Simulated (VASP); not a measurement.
# CO2 (Cmce) in VASP: settings compared

Aim: see how the results for CO2 move with the level of theory and the settings. Levels: PBEsol, LDA. Tasks: single point.

Everything below comes from runs of VASP 6.6.1. Logs are shortened: lines on timing, memory, paths and dates and some standing lists are left out, and cuts for length are marked.

### Step 1. The cell of the first run

Symmetry: Cmce, No. 64, orthorhombic system. The conventional cell has a = 5.757 Å, b = 5.179 Å, c = 6.819 Å, α = 90.00°, β = 90.00°, γ = 90.00°. Within 1.6 Å of O (site symmetry m) lie 1 C at 1.17 Å. C (site symmetry 2/m) has 2 O at 1.17 Å within 1.6 Å.

### Step 2. Single point, PBEsol

The input, INCAR:

```
SYSTEM = CO2
PREC = Accurate
ENCUT = 520
EDIFF = 1E-6
ISMEAR = -1
SIGMA = 0.05
LREAL = .FALSE.
LASPH = .TRUE.
NELM = 60
ALGO = Normal
ISIF = 2
LWAVE = .FALSE.
LCHARG = .TRUE.
GGA = PS
LELF = .TRUE.
LVHAR = .TRUE.
NBANDS = 25
```

The input, KPOINTS:

```
regular mesh
0
G
  8 8 4
  0 0 0
```

The input, POSCAR:

```
CO2
1.0
    2.8782743157     -2.5895503807      0.0000000000
    2.8782743157      2.5895503807      0.0000000000
    0.0000000000      0.0000000000      6.8190310671
O C
4 2
Direct
    0.3177280140      0.6822719860      0.6006421440
    0.6822719860      0.3177280140      0.3993578560
    0.1822719860      0.8177280140      0.1006421440
    0.8177280140      0.1822719860      0.8993578560
    0.5000000000      0.5000000000      0.5000000000
    0.0000000000      0.0000000000      0.0000000000
```

Potentials or basis: VASP PAW PBE potentials, release 64 (O, C).

The run is started by

```bash
$ cat potpaw_PBE.64/O/POTCAR potpaw_PBE.64/C/POTCAR > POTCAR
$ mpirun -np 1 vasp_std > vasp.out
```

OUTCAR:

```text
SYSTEM = CO2
   PREC = Accurate
   ENCUT = 520
   EDIFF = 1E-6
   ISMEAR = -1
   LREAL = .FALSE.
   LASPH = .TRUE.
   NELM = 60
   ISIF = 2
   GGA = PS

 ion  position               nearest neighbor table
   1  0.318  0.682  0.601-   5 1.17
   2  0.682  0.318  0.399-   5 1.17
   3  0.182  0.818  0.101-   6 1.17
   4  0.818  0.182  0.899-   6 1.17
   5  0.500  0.500  0.500-   1 1.17   2 1.17
   6  0.000  0.000  0.000-   3 1.17   4 1.17

  LATTYP: Found a base centered orthorhombic cell.
 ALAT       =     5.1791007614
 B/A-ratio  =     1.1114957782
 C/A-ratio  =     1.3166438309

  Lattice vectors:

 A1 = (  -2.8782743157,  -2.5895503807,   0.0000000000)
 A2 = (   2.8782743157,  -2.5895503807,   0.0000000000)
 A3 = (   0.0000000000,   0.0000000000,   6.8190310671)

Analysis of symmetry for initial positions (statically):
=====================================================================
 Subroutine PRICEL returns:
 Original cell was already a primitive cell.

 Routine SETGRP: Setting up the symmetry group for a
 base centered orthorhombic supercell.

 Subroutine GETGRP returns: Found  8 space group operations
 (whereof  4 operations were pure point group operations)
 out of a pool of  8 trial point group operations.

The static configuration has the point symmetry C_2h.
 The point group associated with its full space group is D_2h.

Analysis of symmetry for dynamics (positions and initial velocities):
=====================================================================
 Subroutine PRICEL returns:
 Original cell was already a primitive cell.

 Routine SETGRP: Setting up the symmetry group for a
 base centered orthorhombic supercell.

 Subroutine GETGRP returns: Found  8 space group operations
 (whereof  4 operations were pure point group operations)
 out of a pool of  8 trial point group operations.

The dynamic configuration has the point symmetry C_2h.
 The point group associated with its full space group is D_2h.

 Subroutine INISYM returns: Found  8 space group operations
 (whereof  4 operations are pure point group operations),
 and found     1 'primitive' translations

----------------------------------------------------------------------------------------

                                     Primitive cell

  volume of cell :     101.6504

[... 95 lines left out ...]
   NELM   =     60;   NELMIN=  2; NELMDL= -5     # of ELM steps
   EDIFF  = 0.1E-05   stopping-criterion for ELM
   LREAL  =      F    real-space projection
   EDIFFG = 0.1E-04   stopping-criterion for IOM
   NSW    =      0    number of steps for IOM
   IBRION =     -1    ionic relax: 0-MD 1-quasi-New 2-CG
   NFREE  =      0    steps in history (QN), initial steepest desc. (CG)
   ISIF   =      2    stress and relaxation
   ISYM   =      2    0-nonsym 1-usesym 2-fastsym
   POTIM  = 0.5000    time-step for ionic-motion
   TEBEG  =    0.0;   TEEND  =   0.0 temperature during run
   PSTRESS=    0.0 pullay stress
   NELECT =      32.0000    total number of electrons
   NUPDOWN=      -1.0000    fix difference up-down
   EMIN   =  10.00;   EMAX   =-10.00  energy-range for DOS
   EFERMI =   0.00;   METHOD = LEGACY
   ISMEAR =    -1;   SIGMA  =   0.05  broadening in eV -4-tet -1-fermi 0-gaus
   EFERMI_NEDOS =   21; number of points for ismear=-14 and -15
   IALGO  =     38    algorithm
   IMIX   =      4    mixing-type and parameters
     AMIX     =   0.40;   BMIX     =  1.00
     AMIX_MAG =   1.60;   BMIX_MAG =  1.00
  volume/ion in A,a.u.               =      16.94       114.33
  Fermi-wavevector in a.u.,A,eV,Ry     =   1.113666  2.104524 16.874662  1.240253
  Thomas-Fermi vector in A             =   2.250253
   LORBIT       =      0    0 simple, 1 ext, 2 COOP (PROOUT), +10 PAW based schemes
   GGA     = PS    functional components
   LHFCALC =     F    Hartree Fock is set to
   AEXX    =    0.0000 exact exchange contribution
   IVDW    =     0    specifies the selected vdW correction
   LEPSILON=     F    determine dielectric tensor
   LRPA    =     F    only Hartree local field effects (RPA)
 non-spin polarized calculation
  energy-cutoff  :      520.00
  volume of cell :      101.65
 maximum number of plane-waves:      2762
 NGX is ok and might be reduce to    30
   NGX = 15   NGY = 15   NGZ = 25

 number of electron      32.0000024 magnetization

 Free energy of the ion-electron system (eV)
  ---------------------------------------------------
  ext. energy  EPLUGINS =         0.00000000
  ---------------------------------------------------
  free energy    TOTEN  =       -47.63142145 eV

  energy without entropy =      -47.63142145  energy(sigma->0) =      -47.63142145

 E-fermi :  -3.1652     XC(G=0):  -7.2898

 val. band max:       -4.2811587153   @ k =   0.5000   0.5000   0.0000
 cond. band min:       2.2188839601   @ k =   0.0000   0.0000   0.0000
 fundamental gap:      6.5000426755
 Fermi energy:        -3.1652265027

 k-point     1 :       0.0000    0.0000    0.0000
  band No.  band energies     occupation
      1     -24.8168      2.00000
      2     -24.7304      2.00000
      3     -23.7221      2.00000
      4     -23.6929      2.00000
      5      -9.2940      2.00000
      6      -9.2797      2.00000
[... 661 lines left out ...]
     24       9.2455      0.00000
     25       9.9213      0.00000

 [... further k-points ...]

------------------------ aborting loop because EDIFF is reached ----------------------------------------

  FORCE on cell =-STRESS in cart. coord.  units (eV):
  Direction    XX          YY          ZZ          XY          YZ          ZX
  --------------------------------------------------------------------------------------
  -------------------------------------------------------------------------------------
  Total       -0.1247796      1.9830577      0.9412210      0.0000000     -0.0000000      0.0000000
  in kB       -1.9667311     31.2562391     14.8351847      0.0000000     -0.0000000      0.0000000
  external PRESSURE =      14.7082309 kB  Pullay stress =       0.0000000 kB

 VOLUME and BASIS-vectors are now :
 -----------------------------------------------------------------------------
  energy-cutoff  :      520.00
  volume of cell :      101.65
      direct lattice vectors                 reciprocal lattice vectors
     2.878274316 -2.589550381  0.000000000     0.173715201 -0.193083712  0.000000000
     2.878274316  2.589550381  0.000000000     0.173715201  0.193083712  0.000000000
     0.000000000  0.000000000  6.819031067     0.000000000  0.000000000  0.146648401

 POSITION                                       TOTAL-FORCE (eV/Angst)
 -----------------------------------------------------------------------------------
      2.87827      0.94400      4.09580         0.000000      0.569345      0.413571
      2.87827     -0.94400      2.72323         0.000000     -0.569345     -0.413571
      2.87827      1.64555      0.68628         0.000000     -0.569345      0.413571
      2.87827     -1.64555      6.13275         0.000000      0.569345     -0.413571
      2.87827      0.00000      3.40952         0.000000      0.000000      0.000000
      0.00000      0.00000      0.00000         0.000000      0.000000      0.000000
 -----------------------------------------------------------------------------------
    total drift:                               -0.000000     -0.000000      0.000000

  FREE ENERGIE OF THE ION-ELECTRON SYSTEM (eV)
  ---------------------------------------------------
  free  energy   TOTEN  =       -47.6314214484 eV

  energy  without entropy=      -47.6314214484  energy(sigma->0) =      -47.63142145
```

OSZICAR:

```text
N       E                     dE             d eps       ncg     rms          rms(c)
DAV:   1     0.180671016214E+03    0.18067E+03   -0.16171E+04  3150   0.115E+03
DAV:   2    -0.378352183655E+02   -0.21851E+03   -0.20897E+03  4414   0.268E+02
DAV:   3    -0.505753739296E+02   -0.12740E+02   -0.12665E+02  3758   0.671E+01
DAV:   4    -0.506901024824E+02   -0.11473E+00   -0.11464E+00  3765   0.743E+00
DAV:   5    -0.506915495353E+02   -0.14471E-02   -0.14467E-02  3967   0.810E-01    0.132E+01
DAV:   6    -0.479044027871E+02    0.27871E+01   -0.70464E+00  3683   0.187E+01    0.620E+00
DAV:   7    -0.476964468643E+02    0.20796E+00   -0.38653E-01  3846   0.442E+00    0.341E+00
DAV:   8    -0.476353270369E+02    0.61120E-01   -0.27817E-01  3889   0.324E+00    0.684E-01
DAV:   9    -0.476306131132E+02    0.47139E-02   -0.17442E-02  3745   0.927E-01    0.278E-01
DAV:  10    -0.476311240586E+02   -0.51095E-03   -0.51835E-03  3974   0.447E-01    0.552E-02
DAV:  11    -0.476313673242E+02   -0.24327E-03   -0.15129E-04  3455   0.851E-02    0.222E-02
DAV:  12    -0.476314206777E+02   -0.53354E-04   -0.35232E-05  3971   0.391E-02    0.613E-03
DAV:  13    -0.476314214484E+02   -0.77072E-06   -0.22482E-06  2723   0.111E-02
   1 F= -.47631421E+02 E0= -.47631421E+02  d E =-.266171E-10
```

Run time: 1.8 min. Hardware: 1 thread of Intel Xeon Platinum 8375C at 2.90GHz (Ice Lake), shared host; peak memory 0.27 GiB.

Results:

```yaml
Free_energy: -47.6314 eV
Pressure: 1.5 GPa
Largest_force: 0.704 eV/Å
Band_gap_on_the_k_mesh: 6.50 eV (least direct gap 6.82 eV)
```

Forces on the atoms (eV/Å):
```
O    0.000  0.569  0.414
O    0.000 -0.569 -0.414
O    0.000 -0.569  0.414
O    0.000  0.569 -0.414
C    0.000  0.000  0.000
C    0.000  0.000  0.000
```

Caveat: this functional lacks dispersion, which holds the molecules together, so the pressure and a relaxed volume are unreliable; the PAW data sets were made with another functional, which shifts forces and pressure a little.

### Step 3. Single point, LDA

This run uses another cell than the first one, of 13.82 Å³/atom.

The input, INCAR:

```
PREC     = Accurate       # precision mode
ENCUT    = 520            # plane-wave cutoff, eV
EDIFF    = 1E-6           # SCF threshold, eV
ISMEAR   = -1             # smearing method
SIGMA    = 0.05           # smearing width, eV
LREAL    = F              # projectors in reciprocal space
LASPH    = T              # aspherical terms in the spheres
NELM     = 60             # most SCF steps
ALGO     = Normal         # electronic algorithm
ISIF     = 2              # what is computed and relaxed
LWAVE    = F              # write WAVECAR
LCHARG   = F              # write CHGCAR
GGA      = CA             # functional
NBANDS   = 25             # bands
```

The input, KPOINTS:

```
regular mesh
0
Gamma
  8 8 4
```

The input, POSCAR:

```
CO2
1.0
    2.6359112300     -2.3873781200      0.0000000000
    2.6359112300      2.3873781200      0.0000000000
    0.0000000000      0.0000000000      6.5871749100
O C
4 2
Direct
    0.3065085700      0.6934914300      0.6081566100
    0.6934914300      0.3065085700      0.3918433900
    0.1934914300      0.8065085700      0.1081566100
    0.8065085700      0.1934914300      0.8918433900
    0.5000000000      0.5000000000      0.5000000000
    0.0000000000      0.0000000000      0.0000000000
```

Potentials or basis: VASP PAW LDA potentials, release 64 (O, C).

The run is started by

```bash
$ cat potpaw_LDA.64/O/POTCAR potpaw_LDA.64/C/POTCAR > POTCAR
$ mpirun -np 1 vasp_std > vasp.out
```

Run time: 71 s. Hardware: 1 thread of Intel Xeon Platinum 8259CL at 2.50GHz (Skylake/Cascade Lake), shared host; peak memory 0.22 GiB.

The run converged. Its results:

| Property | Result |
| --- | --- |
| Free energy | -49.7307 eV |
| Pressure | -0.8 GPa |
| Largest force | 0.196 eV/Å |
| Band gap on the k mesh | 6.30 eV (least direct gap 6.88 eV) |

Forces on the atoms (eV/Å):
```
O    0.000  0.163  0.108
O    0.000 -0.163 -0.108
O    0.000 -0.163  0.108
O    0.000  0.163 -0.108
C    0.000  0.000  0.000
C    0.000  0.000  0.000
```

Stress tensor (GPa, compression positive):
```
-1.28  0.00  0.00
 0.00 -0.16  0.00
 0.00  0.00 -0.97
```

Levels at points of the mesh, in eV from the valence-band top:
```csv
k point,band 13,band 14,band 15,band 16,band 17,band 18,band 19,band 20
"(0.00, 0.00, 0.00)",-1.00,-0.96,-0.63,-0.58,6.30,6.97,7.54,7.68
"(0.50, 0.00, 0.00)",-0.72,-0.72,-0.29,-0.29,7.44,7.44,8.46,8.46
"(0.50, 0.50, 0.00)",-1.02,-0.67,-0.34,0.00,7.65,8.73,8.84,8.91
"(0.00, 0.00, 0.50)",-0.82,-0.82,-0.75,-0.75,7.31,7.31,7.38,7.38
"(0.50, 0.00, 0.50)",-0.79,-0.79,-0.25,-0.25,7.52,7.52,8.51,8.51
"(0.50, 0.50, 0.50)",-0.70,-0.70,-0.32,-0.32,8.24,8.24,8.78,8.78
```

A k mesh can miss the band edges.
